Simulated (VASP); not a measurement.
# AlCo2 (Fm-3m) in VASP: further runs

The runs below take AlCo2 through relaxation of cell and atoms, single point, with PBE.

All numbers are computed with VASP 6.6.1; they aren't measurements. Logs are shortened: lines on timing, memory, paths and dates and some standing lists are left out, and cuts for length are marked.

### Step 1. The cell of the first run

It takes space group Fm-3m (No. 225, cubic). The conventional cell has a = 5.286 Å, b = 5.286 Å, c = 5.286 Å, α = 90.00°, β = 90.00°, γ = 90.00°. Within 3.0 Å of Al (site symmetry m-3m) lie 8 Co at 2.29 Å. Co (site symmetry -43m) has 4 Al at 2.29 Å and 6 Co at 2.64 Å within 3.0 Å.

### Step 2. Relaxation of cell and atoms, PBE, collinear spin, ferromagnetic start

Contents of INCAR:

```
PREC     = Accurate       # precision mode
ENCUT    = 600            # plane-wave cutoff, eV
EDIFF    = 1E-7           # SCF threshold, eV
ISMEAR   = 0              # smearing method
SIGMA    = 0.1            # smearing width, eV
LREAL    = False          # projectors in reciprocal space
LASPH    = True           # aspherical terms in the spheres
NELM     = 150            # most SCF steps
ALGO     = Normal         # electronic algorithm
ISIF     = 3              # what is computed and relaxed
LWAVE    = False          # write WAVECAR
LCHARG   = False          # write CHGCAR
ISPIN    = 2              # spin polarisation
MAGMOM   = 0 3 3          # initial moments
LORBIT   = 11             # projections on sites
LMAXMIX  = 4              # l up to which the mixer works
GGA      = PE             # functional
IBRION   = 2              # ionic algorithm
NSW      = 90             # ionic steps
EDIFFG   = -0.04          # ionic threshold
```

Contents of KPOINTS:

```
Automatic mesh
0
Gamma
  6 6 6
```

Contents of POSCAR:

```
AlCo2
1.0
    0.0000000000      2.6429823500      2.6429823500
    2.6429823500      0.0000000000      2.6429823500
    2.6429823500      2.6429823500      0.0000000000
Al Co
1 2
Direct
    0.0000000000      0.0000000000      0.0000000000
    0.7500000000      0.7500000000      0.7500000000
    0.2500000000      0.2500000000      0.2500000000
```

Potentials or basis: VASP PAW PBE potentials, release 64 (Al, Co).

Launch:

```
cat potpaw_PBE.64/Al/POTCAR potpaw_PBE.64/Co/POTCAR > POTCAR
mpirun -np 1 vasp_std > vasp.out
```

OUTCAR:

```text
PREC = Accurate
   ENCUT = 600
   EDIFF = 1E-7
   ISMEAR = 0
   LREAL = False
   LASPH = True
   NELM = 150
   ISIF = 3
   ISPIN = 2
   LORBIT = 11
   GGA = PE
   IBRION = 2
   NSW = 90
   EDIFFG = -0.04

 ion  position               nearest neighbor table
   1  0.000  0.000  0.000-   2 2.29   2 2.29   2 2.29   3 2.29   3 2.29   3 2.29   3 2.29   2 2.29

   2  0.750  0.750  0.750-   1 2.29   1 2.29   1 2.29   1 2.29   3 2.64   3 2.64   3 2.64   3 2.64
                             3 2.64   3 2.64
   3  0.250  0.250  0.250-   1 2.29   1 2.29   1 2.29   1 2.29   2 2.64   2 2.64   2 2.64   2 2.64
                             2 2.64   2 2.64

  LATTYP: Found a face centered cubic cell.
 ALAT       =     5.2859647000

  Lattice vectors:

 A1 = (   0.0000000000,   2.6429823500,   2.6429823500)
 A2 = (   2.6429823500,   0.0000000000,   2.6429823500)
 A3 = (   2.6429823500,   2.6429823500,   0.0000000000)

Analysis of symmetry for initial positions (statically):
=====================================================================
 Subroutine PRICEL returns:
 Original cell was already a primitive cell.

 Routine SETGRP: Setting up the symmetry group for a
 face centered cubic supercell.

 Subroutine GETGRP returns: Found 48 space group operations
 (whereof 48 operations were pure point group operations)
 out of a pool of 48 trial point group operations.

The static configuration has the point symmetry O_h .

Analysis of symmetry for dynamics (positions and initial velocities):
=====================================================================
 Subroutine PRICEL returns:
 Original cell was already a primitive cell.

 Routine SETGRP: Setting up the symmetry group for a
 face centered cubic supercell.

 Subroutine GETGRP returns: Found 48 space group operations
 (whereof 48 operations were pure point group operations)
 out of a pool of 48 trial point group operations.

The dynamic configuration has the point symmetry O_h .

Analysis of structural, dynamic, and magnetic symmetry:
=====================================================================
 Subroutine PRICEL returns:
 Original cell was already a primitive cell.

 Routine SETGRP: Setting up the symmetry group for a
 face centered cubic supercell.

 Subroutine GETGRP returns: Found 48 space group operations
 (whereof 48 operations were pure point group operations)
 out of a pool of 48 trial point group operations.

The overall configuration has the point symmetry O_h .

 Subroutine INISYM returns: Found 48 space group operations
 (whereof 48 operations are pure point group operations),
 and found     1 'primitive' translations

----------------------------------------------------------------------------------------

                                     Primitive cell

  volume of cell :      36.9243

  direct lattice vectors                    reciprocal lattice vectors
     0.000000000  2.642982350  2.642982350    -0.189180227  0.189180227  0.189180227
     2.642982350  0.000000000  2.642982350     0.189180227 -0.189180227  0.189180227
     2.642982350  2.642982350  0.000000000     0.189180227  0.189180227 -0.189180227

  length of vectors
     3.737741484  3.737741484  3.737741484     0.327669764  0.327669764  0.327669764

  position of ions in fractional coordinates (direct lattice)
     0.000000000  0.000000000  0.000000000
     0.750000000  0.750000000  0.750000000
     0.250000000  0.250000000  0.250000000

  ion indices of the primitive-cell ions
   primitive index   ion index
                 1           1
                 2           2
                 3           3

----------------------------------------------------------------------------------------

 KPOINTS: Automatic mesh

Automatic generation of k-mesh.
 Grid dimensions read from file:
 generate k-points for:    6    6    6

 Generating k-lattice:

  Cartesian coordinates                     Fractional coordinates (reciprocal lattice)
    -0.031530038  0.031530038  0.031530038     0.166666667  0.000000000  0.000000000
     0.031530038 -0.031530038  0.031530038     0.000000000  0.166666667  0.000000000
     0.031530038  0.031530038 -0.031530038     0.000000000  0.000000000  0.166666667

  Length of vectors
     0.054611627  0.054611627  0.054611627

  Shift w.r.t. Gamma in fractional coordinates (k-lattice)
     0.000000000  0.000000000  0.000000000

 Subroutine IBZKPT returns following result:
 ===========================================

 Found     16 irreducible k-points:

 Following reciprocal coordinates:
            Coordinates               Weight
  0.000000  0.000000  0.000000      1.000000
  0.166667  0.000000  0.000000      8.000000
  0.333333  0.000000  0.000000      8.000000
  0.500000  0.000000  0.000000      4.000000
  0.166667  0.166667  0.000000      6.000000
  0.333333  0.166667  0.000000     24.000000
[... 8 lines left out ...]
 -0.333333  0.333333  0.166667     24.000000
 -0.333333  0.500000  0.166667     12.000000
   k-points           NKPTS =     16   k-points in BZ     NKDIM =     16   number of bands    NBANDS=     17
   number of dos      NEDOS =    301   number of ions     NIONS =      3
   total plane-waves  NPLWV =  27000
   dimension x,y,z NGX =    30 NGY =   30 NGZ =   30
   dimension x,y,z NGXF=    60 NGYF=   60 NGZF=   60
   ions per type =               1   2
   NGX,Y,Z   is equivalent  to a cutoff of  13.34, 13.34, 13.34 a.u.
   NGXF,Y,Z  is equivalent  to a cutoff of  26.69, 26.69, 26.69 a.u.
 SYSTEM =  unknown system
   PREC   = accura    normal or accurate (medium, high low for compatibility)
   ISTART =      0    job   : 0-new  1-cont  2-samecut
   ICHARG =      2    charge: 1-file 2-atom 10-const
   ISPIN  =      2    spin polarized calculation?
   LNONCOLLINEAR =      F non collinear calculations
   LSORBIT =      F    spin-orbit coupling
   LASPH  =      T    aspherical Exc in radial PAW
   ENCUT  =  600.0 eV  44.10 Ry    6.64 a.u.   7.47  7.47  7.47*2*pi/ulx,y,z
   NELM   =    150;   NELMIN=  2; NELMDL= -5     # of ELM steps
   EDIFF  = 0.1E-06   stopping-criterion for ELM
   LREAL  =      F    real-space projection
   EDIFFG = -.4E-01   stopping-criterion for IOM
   NSW    =     90    number of steps for IOM
   IBRION =      2    ionic relax: 0-MD 1-quasi-New 2-CG
   NFREE  =      1    steps in history (QN), initial steepest desc. (CG)
   ISIF   =      3    stress and relaxation
   ISYM   =      2    0-nonsym 1-usesym 2-fastsym
   POTIM  = 0.5000    time-step for ionic-motion
   TEBEG  =    0.0;   TEEND  =   0.0 temperature during run
   PSTRESS=    0.0 pullay stress
   NELECT =      21.0000    total number of electrons
   NUPDOWN=      -1.0000    fix difference up-down
   EMIN   =  10.00;   EMAX   =-10.00  energy-range for DOS
   EFERMI =   0.00;   METHOD = LEGACY
   ISMEAR =     0;   SIGMA  =   0.10  broadening in eV -4-tet -1-fermi 0-gaus
   EFERMI_NEDOS =   21; number of points for ismear=-14 and -15
   IALGO  =     38    algorithm
   IMIX   =      4    mixing-type and parameters
     AMIX     =   0.40;   BMIX     =  1.00
     AMIX_MAG =   1.60;   BMIX_MAG =  1.00
  volume/ion in A,a.u.               =      12.31        83.06
  Fermi-wavevector in a.u.,A,eV,Ry     =   1.356366  2.563161 25.031041  1.839730
  Thomas-Fermi vector in A             =   2.483376
   LORBIT       =     11    0 simple, 1 ext, 2 COOP (PROOUT), +10 PAW based schemes
   GGA     = PE    functional components
   LHFCALC =     F    Hartree Fock is set to
   AEXX    =    0.0000 exact exchange contribution
   IVDW    =     0    specifies the selected vdW correction
   LEPSILON=     F    determine dielectric tensor
   LRPA    =     F    only Hartree local field effects (RPA)
 conjugate gradient relaxation of ions
 spin polarized calculation
 Gauss-broadening in eV      SIGMA  =   0.10
  energy-cutoff  :      600.00
  volume of cell :       36.92
 maximum number of plane-waves:      1258
 NGX is ok and might be reduce to    30
   NGX = 15   NGY = 15   NGZ = 15

--------------------------------------- Ionic step        1  -------------------------------------------

 number of electron      20.9999995 magnetization       1.3909140

 Free energy of the ion-electron system (eV)
  ---------------------------------------------------
  ext. energy  EPLUGINS =         0.00000000
  ---------------------------------------------------
  free energy    TOTEN  =       -16.66910334 eV

  energy without entropy =      -16.65008159  energy(sigma->0) =      -16.65959247

------------------------ aborting loop because EDIFF is reached ----------------------------------------

  FORCE on cell =-STRESS in cart. coord.  units (eV):
  Direction    XX          YY          ZZ          XY          YZ          ZX
  --------------------------------------------------------------------------------------
  -------------------------------------------------------------------------------------
  Total        3.6244144      3.6244144      3.6244144      0.0000000     -0.0000000      0.0000000
  in kB      157.2662893    157.2662893    157.2662893      0.0000000     -0.0000000      0.0000000
  external PRESSURE =     157.2662893 kB  Pullay stress =       0.0000000 kB
[... 59 lines left out ...]
  energy  without entropy=      -16.7703953393  energy(sigma->0) =      -16.78361010

--------------------------------------- Ionic step        3  -------------------------------------------

 number of electron      20.9999989 magnetization       2.1508288

 Free energy of the ion-electron system (eV)
  ---------------------------------------------------
  ext. energy  EPLUGINS =         0.00000000
  ---------------------------------------------------
  free energy    TOTEN  =       -16.85303346 eV

  energy without entropy =      -16.82629708  energy(sigma->0) =      -16.83966527

 E-fermi :   7.4424     XC(G=0): -11.5102

 val. band max:        7.4097530714   @ k =  -0.3333   0.1667   0.0000
 cond. band min:       7.4492192709   @ k =   0.5000   0.3333   0.1667
 fundamental gap:      0.0394661995
 Fermi energy:         7.4423952468

 spin component 1

 k-point     1 :       0.0000    0.0000    0.0000
  band No.  band energies     occupation
      1      -1.2774      1.00000
      2       4.3061      1.00000
      3       4.3061      1.00000
      4       4.3061      1.00000
      5       4.6661      1.00000
      6       4.6661      1.00000
[... 9 lines left out ...]
     16      14.9363      0.00000
     17      14.9363      0.00000
[... 282 lines left out ...]
  band No.  band energies     occupation
      1       2.4910      1.00000
      2       3.3202      1.00000
      3       4.4499      1.00000
      4       4.8311      1.00000
      5       5.2234      1.00000
      6       5.6521      1.00000
[... 9 lines left out ...]
     16      15.3610      0.00000
     17      18.4246      0.00000
 Fermi energy:         7.4423952468

 spin component 2

 k-point     1 :       0.0000    0.0000    0.0000
  band No.  band energies     occupation
      1      -1.2763      1.00000
      2       5.1016      1.00000
      3       5.1016      1.00000
      4       5.1016      1.00000
      5       5.4880      1.00000
      6       5.4880      1.00000
[... 9 lines left out ...]
     16      15.2142      0.00000
     17      15.2142      0.00000
[... 328 lines left out ...]
  FREE ENERGIE OF THE ION-ELECTRON SYSTEM (eV)
  ---------------------------------------------------
  free  energy   TOTEN  =       -16.8530334607 eV

  energy  without entropy=      -16.8262970797  energy(sigma->0) =      -16.83966527

 reached required accuracy - stopping structural energy minimisation

 total charge

# of ion       s       p       d       tot
------------------------------------------
    1        0.459   0.456   0.000   0.916
    2        0.446   0.392   7.363   8.201
    3        0.446   0.392   7.363   8.201
--------------------------------------------------
tot          1.352   1.239  14.726  17.317

 magnetization (x)

# of ion       s       p       d       tot
------------------------------------------
    1       -0.008  -0.042   0.000  -0.050
    2        0.005   0.001   1.120   1.126
    3        0.005   0.001   1.120   1.126
--------------------------------------------------
tot          0.002  -0.040   2.241   2.203
```

Wall time 63 s (1 thread of Intel Xeon Platinum 8488C (Sapphire Rapids), shared host); peak memory 0.19 GiB.

What came out:

| Property | Result |
| --- | --- |
| Free energy | -16.8530 eV |
| Relaxed volume | 13.69 Å³/atom |
| Relaxed cell | a = 3.873 Å, b = 3.873 Å, c = 3.873 Å, α = 60.00°, β = 60.00°, γ = 60.00° |
| Space group after relaxing (to 0.05 Å) | Fm-3m (No. 225) |
| Energy gained by relaxing | 61.3 meV/atom |
| Ionic steps | 3 |
| Pressure after relaxing | 0.4 GPa |
| Net moment | 2.15 μB per cell |
| Site moments | Al -0.05; Co +1.13 μB |
| Valence electrons inside the program's atomic spheres | Al 0.92; Co 8.20 |

The path:
```
step  energy change (eV)  largest force (eV/Å)  pressure (GPa)  volume (Å³)
   1              0.0000                0.0000           15.73        36.92
   2             -0.1277                0.0000           -6.69        43.76
   3             -0.1839                0.0000            0.39        41.08
```

Final structure:
```
Al Co
1.0
     0.00000    2.73869    2.73869
     2.73869    0.00000    2.73869
     2.73869    2.73869    0.00000
Al Co
1 2
Direct
  0.00000 0.00000 0.00000
  0.75000 0.75000 0.75000
  0.25000 0.25000 0.25000
```

### Step 3. Single point, PBE, collinear spin, ferromagnetic start

This run uses another cell than the first one, of 13.68 Å³/atom, 1.111 times its volume.

Contents of INCAR:

```
SYSTEM = AlCo2
ALGO = Fast
EDIFF = 1E-6
ENCUT = 520
GGA = PE
ISIF = 2
ISMEAR = 0
ISPIN = 2
LASPH = .TRUE.
LCHARG = .TRUE.
LELF = .TRUE.
LMAXMIX = 4
LORBIT = 11
LREAL = .FALSE.
LVHAR = .TRUE.
LWAVE = .FALSE.
MAGMOM = 0 1.25 1.25
NBANDS = 22
NELM = 150
PREC = Accurate
SIGMA = 0.1
```

Contents of KPOINTS:

```
k-points
0
G
  14 14 14
  0 0 0
```

Contents of POSCAR:

```
AlCo2
1.0
    0.0000000000      2.7375679469      2.7375679469
    2.7375679469      0.0000000000      2.7375679469
    2.7375679469      2.7375679469      0.0000000000
Al Co
1 2
Direct
    0.0000000000      0.0000000000      0.0000000000
    0.7500000000      0.7500000000      0.7500000000
    0.2500000000      0.2500000000      0.2500000000
```

Potentials or basis: VASP PAW PBE potentials, release 64 (Al, Co).

Launch:

```
cat potpaw_PBE.64/Al/POTCAR potpaw_PBE.64/Co/POTCAR > POTCAR
mpirun -np 1 vasp_std > vasp.out
```

Wall time 2.5 min (1 thread of Intel Xeon Platinum 8488C (Sapphire Rapids), shared host); peak memory 0.28 GiB.

It converged, with:

| Property | Result |
| --- | --- |
| Free energy | -16.8693 eV |
| Pressure | -0.1 GPa |
| Net moment | 1.91 μB per cell |
| Site moments | Al -0.05; Co +1.02 μB |
| Valence electrons inside the program's atomic spheres | Al 0.91; Co 8.21 |

Levels at points of the mesh, in eV from the Fermi level:
Spin up:
```csv
k point,band 7,band 8,band 9,band 10,band 11,band 12,band 13,band 14,band 15,band 16
"(0.00, 0.00, 0.00)",-0.80,-0.80,-0.80,-0.13,-0.13,5.35,5.35,5.35,7.51,7.51
"(0.50, 0.00, 0.00)",-1.49,-1.49,-1.38,-1.38,-1.32,-1.13,5.17,5.17,6.73,6.73
"(0.50, 0.50, 0.00)",-1.68,-1.38,-1.38,-0.70,-0.16,0.67,0.67,0.79,4.59,6.42
```
Spin down:
| k point | band 7 | band 8 | band 9 | band 10 | band 11 | band 12 |
| --- | --- | --- | --- | --- | --- | --- |
| (0.00, 0.00, 0.00) | 0.30 | 0.30 | 0.30 | 0.89 | 0.89 | 5.41 |
| (0.50, 0.00, 0.00) | -0.50 | -0.50 | -0.43 | -0.43 | -0.35 | -0.25 |
| (0.50, 0.50, 0.00) | -0.88 | -0.34 | -0.34 | 0.42 | 0.85 | 0.85 |
